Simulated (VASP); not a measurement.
Wanted: the native input for a VASP 6.6.1 run.

```
Task                   : single point
Functional             : RPBE
Potentials or basis    : VASP PAW PBE potentials, release 64 (Fe)
Cutoff                 : 520 eV
k mesh                 : 13 × 13 × 13
Occupations            : fermi-dirac, width 0.05 eV
Spin                   : collinear spin, ferromagnetic start
Starting moments       : [3.0] μB
Dipole correction      : no
Further INCAR settings : ALGO = Normal; EDIFF = 1e-06; NBANDS = 14
```

The structure of Fe lies in POSCAR:

```
Fe
1.0
    0.0000000000      1.9417396906      1.9651051623
    1.4984397099      0.0000000000      1.9651051623
    1.4984397099      1.9417396906      0.0000000000
Fe
1
Direct
    0.0000000000      0.0000000000      0.0000000000
```

The input as run:

INCAR

```
PREC = Accurate
ENCUT = 520
EDIFF = 1E-6
ISMEAR = -1
SIGMA = 0.05
LREAL = F
LASPH = T
NELM = 150
ALGO = Normal
ISIF = 2
LWAVE = F
LCHARG = F
ISPIN = 2
MAGMOM = 3
LORBIT = 11
LMAXMIX = 4
GGA = RP
NBANDS = 14
```

KPOINTS

```
regular mesh
0
Gamma
  13 13 13
```

Potentials or basis: VASP PAW PBE potentials, release 64 (Fe).

Command:

```console
$ cat potpaw_PBE.64/Fe/POTCAR > POTCAR
$ mpirun -np 1 vasp_std > vasp.out
```

It gave:

* Pressure: 5.3 GPa
* Net moment: 2.24 μB per cell
* Site moments: Fe +2.24 μB
* Valence electrons inside the program's atomic spheres: Fe 7.25

Caveat: the stress differs along the axes, from 0 to 8 GPa; the PAW data sets were made with another functional, which shifts forces and pressure a little.

Wall time 110 s on 1 thread of Intel Xeon 8259CL, with other jobs on the host, peak memory 0.2 GiB.
